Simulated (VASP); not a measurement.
# BaTiO3 (Pm-3m) in VASP: further runs

The runs below take BaTiO3 through single point, with PBE.

Everything below comes from runs of VASP 6.6.1. Logs are shortened: lines on timing, memory, paths and dates and some standing lists are left out, and cuts for length are marked.

## 1. The cell of the first run

It takes space group Pm-3m (No. 221, cubic). Conventional cell: a = 3.953 Å, b = 3.953 Å, c = 3.953 Å, α = 90.00°, β = 90.00°, γ = 90.00°. Ba (site symmetry m-3m) has 12 O at 2.80 Å and 8 Ti at 3.42 Å within 3.7 Å. Ti (site symmetry m-3m) has 6 O at 1.98 Å within 2.6 Å. Within 2.6 Å of O (site symmetry 4/mmm) lie 2 Ti at 1.98 Å.

## 2. Single point, PBE (volume scaled by 0.96)

The input, INCAR:

```
SYSTEM = BaTiO3
PREC = Accurate ; ENCUT = 520
EDIFF = 1E-7 ; ISMEAR = -1
SIGMA = 0.05 ; LREAL = .FALSE.
LASPH = .TRUE. ; NELM = 80
ALGO = Normal ; ISIF = 2
LWAVE = .FALSE. ; LCHARG = .FALSE.
GGA = PE ; NBANDS = 28
```

The input, KPOINTS:

```
Automatic mesh
0
G
  8 8 8
  0 0 0
```

The input, POSCAR:

```
BaTiO3
1.0
    3.9531406582      0.0000000000      0.0000000000
    0.0000000000      3.9531406582      0.0000000000
    0.0000000000      0.0000000000      3.9531406582
Ba Ti O
1 1 3
Direct
    0.5000000000      0.5000000000      0.5000000000
    0.0000000000      0.0000000000      0.0000000000
    0.5000000000      0.0000000000      0.0000000000
    0.0000000000      0.5000000000      0.0000000000
    0.0000000000      0.0000000000      0.5000000000
```

Potentials or basis: VASP PAW PBE potentials, release 64 (Ba_sv, Ti_sv, O).

Launch:

```sh
cat potpaw_PBE.64/Ba_sv/POTCAR potpaw_PBE.64/Ti_sv/POTCAR potpaw_PBE.64/O/POTCAR > POTCAR
mpirun -np 1 vasp_std > vasp.out
```

OUTCAR:

```text
SYSTEM = BaTiO3
   PREC = Accurate
   ENCUT = 520
   EDIFF = 1E-7
   ISMEAR = -1
   LREAL = .FALSE.
   LASPH = .TRUE.
   NELM = 80
   ISIF = 2
   GGA = PE

 ion  position               nearest neighbor table
   1  0.500  0.500  0.500-   3 2.80   4 2.80   5 2.80   3 2.80   4 2.80   3 2.80   5 2.80   3 2.80
                             4 2.80   5 2.80   4 2.80   5 2.80   2 3.42   2 3.42   2 3.42   2 3.42
   2  0.000  0.000  0.000-   3 1.98   4 1.98   5 1.98   5 1.98   4 1.98   3 1.98   1 3.42   1 3.42
                             1 3.42   1 3.42   1 3.42   1 3.42   1 3.42   1 3.42
   3  0.500  0.000  0.000-   2 1.98   2 1.98   1 2.80   1 2.80   1 2.80   1 2.80
   4  0.000  0.500  0.000-   2 1.98   2 1.98   1 2.80   1 2.80   1 2.80   1 2.80
   5  0.000  0.000  0.500-   2 1.98   2 1.98   1 2.80   1 2.80   1 2.80   1 2.80

  LATTYP: Found a simple cubic cell.
 ALAT       =     3.9531406582

  Lattice vectors:

 A1 = (   3.9531406582,   0.0000000000,   0.0000000000)
 A2 = (   0.0000000000,   3.9531406582,   0.0000000000)
 A3 = (   0.0000000000,   0.0000000000,   3.9531406582)

Analysis of symmetry for initial positions (statically):
=====================================================================
 Subroutine PRICEL returns:
 Original cell was already a primitive cell.

 Routine SETGRP: Setting up the symmetry group for a
 simple cubic supercell.

 Subroutine GETGRP returns: Found 48 space group operations
 (whereof 48 operations were pure point group operations)
 out of a pool of 48 trial point group operations.

The static configuration has the point symmetry O_h .

Analysis of symmetry for dynamics (positions and initial velocities):
=====================================================================
 Subroutine PRICEL returns:
 Original cell was already a primitive cell.

 Routine SETGRP: Setting up the symmetry group for a
 simple cubic supercell.

 Subroutine GETGRP returns: Found 48 space group operations
 (whereof 48 operations were pure point group operations)
 out of a pool of 48 trial point group operations.

The dynamic configuration has the point symmetry O_h .

 Subroutine INISYM returns: Found 48 space group operations
 (whereof 48 operations are pure point group operations),
 and found     1 'primitive' translations

----------------------------------------------------------------------------------------

                                     Primitive cell

  volume of cell :      61.7770

  direct lattice vectors                    reciprocal lattice vectors
     3.953140658  0.000000000  0.000000000     0.252963425  0.000000000  0.000000000
     0.000000000  3.953140658  0.000000000     0.000000000  0.252963425  0.000000000
     0.000000000  0.000000000  3.953140658     0.000000000  0.000000000  0.252963425

  length of vectors
     3.953140658  3.953140658  3.953140658     0.252963425  0.252963425  0.252963425

  position of ions in fractional coordinates (direct lattice)
     0.500000000  0.500000000  0.500000000
     0.000000000  0.000000000  0.000000000
     0.500000000  0.000000000  0.000000000
     0.000000000  0.500000000  0.000000000
     0.000000000  0.000000000  0.500000000

  ion indices of the primitive-cell ions
   primitive index   ion index
                 1           1
                 2           2
                 3           3
                 4           4
                 5           5

----------------------------------------------------------------------------------------

 KPOINTS: Automatic mesh

Automatic generation of k-mesh.
 Grid dimensions read from file:
 generate k-points for:    8    8    8

 Generating k-lattice:

  Cartesian coordinates                     Fractional coordinates (reciprocal lattice)
     0.031620428  0.000000000  0.000000000     0.125000000  0.000000000  0.000000000
     0.000000000  0.031620428  0.000000000     0.000000000  0.125000000  0.000000000
     0.000000000  0.000000000  0.031620428     0.000000000  0.000000000  0.125000000

  Length of vectors
     0.031620428  0.031620428  0.031620428

  Shift w.r.t. Gamma in fractional coordinates (k-lattice)
     0.000000000  0.000000000  0.000000000

 Subroutine IBZKPT returns following result:
 ===========================================

 Found     35 irreducible k-points:

 Following reciprocal coordinates:
            Coordinates               Weight
  0.000000  0.000000  0.000000      1.000000
  0.125000  0.000000  0.000000      6.000000
  0.250000  0.000000  0.000000      6.000000
  0.375000  0.000000  0.000000      6.000000
  0.500000  0.000000  0.000000      3.000000
  0.125000  0.125000  0.000000     12.000000
[... 16 lines left out ...]
  0.375000  0.375000  0.125000     24.000000
  0.500000  0.375000  0.125000     24.000000
 [... further k-points ...]
   k-points           NKPTS =     35   k-points in BZ     NKDIM =     35   number of bands    NBANDS=     28
   number of dos      NEDOS =    301   number of ions     NIONS =      5
   total plane-waves  NPLWV =  27000
   dimension x,y,z NGX =    30 NGY =   30 NGZ =   30
   dimension x,y,z NGXF=    60 NGYF=   60 NGZF=   60
   ions per type =               1   1   3
   NGX,Y,Z   is equivalent  to a cutoff of  12.62, 12.62, 12.62 a.u.
   NGXF,Y,Z  is equivalent  to a cutoff of  25.23, 25.23, 25.23 a.u.
 SYSTEM =  BaTiO3
   PREC   = accura    normal or accurate (medium, high low for compatibility)
   ISTART =      0    job   : 0-new  1-cont  2-samecut
   ICHARG =      2    charge: 1-file 2-atom 10-const
   ISPIN  =      1    spin polarized calculation?
   LNONCOLLINEAR =      F non collinear calculations
   LSORBIT =      F    spin-orbit coupling
   LASPH  =      T    aspherical Exc in radial PAW
   ENCUT  =  520.0 eV  38.22 Ry    6.18 a.u.   7.35  7.35  7.35*2*pi/ulx,y,z
   NELM   =     80;   NELMIN=  2; NELMDL= -5     # of ELM steps
   EDIFF  = 0.1E-06   stopping-criterion for ELM
   LREAL  =      F    real-space projection
   EDIFFG = 0.1E-05   stopping-criterion for IOM
   NSW    =      0    number of steps for IOM
   IBRION =     -1    ionic relax: 0-MD 1-quasi-New 2-CG
   NFREE  =      0    steps in history (QN), initial steepest desc. (CG)
   ISIF   =      2    stress and relaxation
   ISYM   =      2    0-nonsym 1-usesym 2-fastsym
   POTIM  = 0.5000    time-step for ionic-motion
   TEBEG  =    0.0;   TEEND  =   0.0 temperature during run
   PSTRESS=    0.0 pullay stress
   NELECT =      40.0000    total number of electrons
   NUPDOWN=      -1.0000    fix difference up-down
   EMIN   =  10.00;   EMAX   =-10.00  energy-range for DOS
   EFERMI =   0.00;   METHOD = LEGACY
   ISMEAR =    -1;   SIGMA  =   0.05  broadening in eV -4-tet -1-fermi 0-gaus
   EFERMI_NEDOS =   21; number of points for ismear=-14 and -15
   IALGO  =     38    algorithm
   IMIX   =      4    mixing-type and parameters
     AMIX     =   0.40;   BMIX     =  1.00
     AMIX_MAG =   1.60;   BMIX_MAG =  1.00
  volume/ion in A,a.u.               =      12.36        83.38
  Fermi-wavevector in a.u.,A,eV,Ry     =   1.416291  2.676402 27.291665  2.005881
  Thomas-Fermi vector in A             =   2.537641
   LORBIT       =      0    0 simple, 1 ext, 2 COOP (PROOUT), +10 PAW based schemes
   GGA     = PE    functional components
   LHFCALC =     F    Hartree Fock is set to
   AEXX    =    0.0000 exact exchange contribution
   IVDW    =     0    specifies the selected vdW correction
   LEPSILON=     F    determine dielectric tensor
   LRPA    =     F    only Hartree local field effects (RPA)
 non-spin polarized calculation
  energy-cutoff  :      520.00
  volume of cell :       61.78
 maximum number of plane-waves:      1743
 NGX is ok and might be reduce to    30
   NGX = 15   NGY = 15   NGZ = 15

 number of electron      39.9999983 magnetization

 Free energy of the ion-electron system (eV)
  ---------------------------------------------------
  ext. energy  EPLUGINS =         0.00000000
  ---------------------------------------------------
  free energy    TOTEN  =       -39.85609024 eV

  energy without entropy =      -39.85609024  energy(sigma->0) =      -39.85609024

 E-fermi :   5.0499     XC(G=0): -11.4578

 val. band max:        4.1270579508   @ k =   0.5000   0.5000   0.5000
 cond. band min:       5.9446855089   @ k =   0.0000   0.0000   0.0000
 fundamental gap:      1.8176275581
 Fermi energy:         5.0498625002

 k-point     1 :       0.0000    0.0000    0.0000
  band No.  band energies     occupation
      1     -52.3532      2.00000
      2     -28.5856      2.00000
      3     -28.5856      2.00000
      4     -28.5856      2.00000
      5     -20.6064      2.00000
      6     -12.8494      2.00000
[... 20 lines left out ...]
     27       9.2190      0.00000
     28      11.9304      0.00000

 k-point     2 :       0.1250    0.0000    0.0000
  band No.  band energies     occupation
      1     -52.3530      2.00000
      2     -28.5949      2.00000
      3     -28.5852      2.00000
      4     -28.5852      2.00000
      5     -20.5855      2.00000
      6     -12.8639      2.00000
[... 20 lines left out ...]
     27       9.5437      0.00000
     28      12.3127      0.00000

 k-point     3 :       0.2500    0.0000    0.0000
  band No.  band energies     occupation
      1     -52.3525      2.00000
      2     -28.6173      2.00000
      3     -28.5843      2.00000
      4     -28.5843      2.00000
      5     -20.5341      2.00000
      6     -12.9551      2.00000
[... 20 lines left out ...]
     27      10.4024      0.00000
     28      12.6773      0.00000

 k-point     4 :       0.3750    0.0000    0.0000
  band No.  band energies     occupation
      1     -52.3521      2.00000
      2     -28.6396      2.00000
      3     -28.5834      2.00000
      4     -28.5834      2.00000
      5     -20.4815      2.00000
      6     -13.0900      2.00000
[... 578 lines left out ...]
     27      12.7013      0.00000
     28      12.8893      0.00000

 k-point    23 :       0.3750    0.3750    0.1250
  band No.  band energies     occupation
      1     -52.3508      2.00000
      2     -28.6359      2.00000
      3     -28.6354      2.00000
      4     -28.5904      2.00000
      5     -20.3850      2.00000
      6     -12.6091      2.00000
[... 20 lines left out ...]
     27      12.6263      0.00000
     28      13.2855      0.00000

 k-point    24 :       0.5000    0.3750    0.1250
  band No.  band energies     occupation
      1     -52.3506      2.00000
      2     -28.6446      2.00000
      3     -28.6351      2.00000
      4     -28.5900      2.00000
      5     -20.3706      2.00000
      6     -12.5524      2.00000
[... 20 lines left out ...]
     27      12.5260      0.00000
     28      13.3908      0.00000

 [... further k-points ...]
[... 5 lines left out ...]
  --------------------------------------------------------------------------------------
  -------------------------------------------------------------------------------------
  Total        4.2903302      4.2903302      4.2903302     -0.0000000     -0.0000000      0.0000000
  in kB      111.2690813    111.2690813    111.2690813     -0.0000000     -0.0000000      0.0000000
  external PRESSURE =     111.2690813 kB  Pullay stress =       0.0000000 kB

 VOLUME and BASIS-vectors are now :
 -----------------------------------------------------------------------------
  energy-cutoff  :      520.00
  volume of cell :       61.78
      direct lattice vectors                 reciprocal lattice vectors
     3.953140658  0.000000000  0.000000000     0.252963425  0.000000000  0.000000000
     0.000000000  3.953140658  0.000000000     0.000000000  0.252963425  0.000000000
     0.000000000  0.000000000  3.953140658     0.000000000  0.000000000  0.252963425

 POSITION                                       TOTAL-FORCE (eV/Angst)
 -----------------------------------------------------------------------------------
      1.97657      1.97657      1.97657         0.000000      0.000000      0.000000
      0.00000      0.00000      0.00000         0.000000      0.000000      0.000000
      1.97657      0.00000      0.00000         0.000000      0.000000      0.000000
      0.00000      1.97657      0.00000         0.000000      0.000000      0.000000
      0.00000      0.00000      1.97657         0.000000      0.000000      0.000000
 -----------------------------------------------------------------------------------
    total drift:                                0.000000     -0.000000      0.000000

  FREE ENERGIE OF THE ION-ELECTRON SYSTEM (eV)
  ---------------------------------------------------
  free  energy   TOTEN  =       -39.8560902425 eV

  energy  without entropy=      -39.8560902413  energy(sigma->0) =      -39.85609024
```

It took 42 s on 1 thread of Intel Xeon Platinum 8488C (Sapphire Rapids), shared host; peak memory 0.21 GiB.

What came out:

- Free energy: -39.8561 eV
- Pressure: 11.1 GPa
- Band gap on the k mesh: 1.82 eV, indirect (least direct gap 1.93 eV)

Caveat: spin-orbit coupling is left out, which moves the levels of the heavy elements.

## 3. Single point, PBE (volume scaled by 0.99)

The input, INCAR:

```
SYSTEM = BaTiO3
ALGO = Normal ; EDIFF = 1E-6
ENCUT = 520 ; GGA = PE
ISIF = 2 ; ISMEAR = -1
LASPH = .True. ; LCHARG = .True.
LELF = .True. ; LREAL = .False.
LVHAR = .True. ; LWAVE = .False.
NBANDS = 28 ; NELM = 60
PREC = Accurate ; SIGMA = 0.05
```

The input, KPOINTS:

```
k-points
0
Gamma
  8 8 8
  0 0 0
```

Changes to POSCAR since step 2:

```diff
@@ -2,5 +2,5 @@
 1.0
-    3.9531406582      0.0000000000      0.0000000000
-    0.0000000000      3.9531406582      0.0000000000
-    0.0000000000      0.0000000000      3.9531406582
+    3.9938975588      0.0000000000      0.0000000000
+    0.0000000000      3.9938975588      0.0000000000
+    0.0000000000      0.0000000000      3.9938975588
 Ba Ti O
```

Potentials or basis: VASP PAW PBE potentials, release 64 (Ba_sv, Ti_sv, O).

Launch:

```sh
cat potpaw_PBE.64/Ba_sv/POTCAR potpaw_PBE.64/Ti_sv/POTCAR potpaw_PBE.64/O/POTCAR > POTCAR
mpirun -np 1 vasp_std > vasp.out
```

Wall time 41 s (1 thread of Intel Xeon Platinum 8488C (Sapphire Rapids), shared host); peak memory 0.21 GiB.

The run converged. Its results:

- Free energy: -39.9548 eV
- Pressure: 5.0 GPa
- Band gap on the k mesh: 1.76 eV, indirect (least direct gap 1.90 eV)

Levels at points of the mesh, in eV from the valence-band top:
| k point | band 18 | band 19 | band 20 | band 21 | band 22 | band 23 |
| --- | --- | --- | --- | --- | --- | --- |
| (0.00, 0.00, 0.00) | -0.14 | -0.14 | -0.14 | 1.76 | 1.76 | 1.76 |
| (0.50, 0.00, 0.00) | -1.84 | -0.71 | -0.71 | 1.92 | 3.52 | 3.52 |
| (0.50, 0.50, 0.00) | -0.87 | -0.87 | -0.09 | 3.53 | 3.53 | 3.94 |
| (0.50, 0.50, 0.50) | 0.00 | 0.00 | 0.00 | 4.20 | 4.20 | 4.20 |

Caveat: spin-orbit coupling is left out, which moves the levels of the heavy elements.

## 4. Single point, PBE (volume scaled by 1.02)

The input, INCAR:

```
ALGO = Normal
EDIFF = 1E-7
ENCUT = 520
GGA = PE
ISIF = 2
ISMEAR = -1
LASPH = True
LCHARG = False
LREAL = False
LWAVE = False
NBANDS = 28
NELM = 80
PREC = Accurate
SIGMA = 0.05
```

The input, KPOINTS:

```
k-points
0
Gamma
  8 8 8
```

Changes to POSCAR since step 3:

```diff
@@ -2,5 +2,5 @@
 1.0
-    3.9938975588      0.0000000000      0.0000000000
-    0.0000000000      3.9938975588      0.0000000000
-    0.0000000000      0.0000000000      3.9938975588
+    4.0338391840      0.0000000000      0.0000000000
+    0.0000000000      4.0338391840      0.0000000000
+    0.0000000000      0.0000000000      4.0338391840
 Ba Ti O
```

Launch:

```sh
cat potpaw_PBE.64/Ba_sv/POTCAR potpaw_PBE.64/Ti_sv/POTCAR potpaw_PBE.64/O/POTCAR > POTCAR
mpirun -np 1 vasp_std > vasp.out
```

It took 52 s on 1 thread of Intel Xeon Platinum 8488C (Sapphire Rapids), shared host; peak memory 0.2 GiB.

The run converged. Its results:

```
Free energy            : -39.9860 eV
Pressure               : -0.1 GPa
Band gap on the k mesh : 1.70 eV, indirect (least direct gap 1.86 eV)
```

Levels at points of the mesh, in eV from the valence-band top:
```tsv
k point	band 16	band 17	band 18	band 19	band 20	band 21	band 22	band 23	band 24	band 25
(0.00, 0.00, 0.00)	-1.05	-1.05	-0.17	-0.17	-0.17	1.70	1.70	1.70	3.74	3.74
(0.50, 0.00, 0.00)	-1.85	-1.80	-1.80	-0.71	-0.71	1.85	3.37	3.37	3.75	5.70
(0.50, 0.50, 0.00)	-2.61	-1.73	-0.88	-0.88	-0.09	3.37	3.37	3.78	4.56	7.42
(0.50, 0.50, 0.50)	-2.41	-2.41	0.00	0.00	0.00	4.01	4.01	4.01	6.62	6.62
```

Caveat: spin-orbit coupling is left out, which moves the levels of the heavy elements. A k mesh can miss the band edges.

## 5. The runs side by side

| cell | gap on the mesh (eV) | pressure (GPa) |
| --- | --- | --- |
| a = 3.953 Å, 5 atoms | 1.82 | 11.1 |
| a = 3.994 Å, 5 atoms | 1.76 | 5.0 |
| a = 4.034 Å, 5 atoms | 1.70 | -0.1 |

Alike in all rows: task single point; level PBE; potentials or basis VASP PAW PBE potentials, release 64 (Ba_sv, Ti_sv, O); no spin polarisation; k mesh 8 × 8 × 8; cutoff (eV) 520; smearing fermi-dirac 0.05 eV.

Caveats: spin-orbit coupling is left out, which moves the levels of the heavy elements.

Total energies depend on the potentials used, so only differences within one code and one set of settings carry meaning.
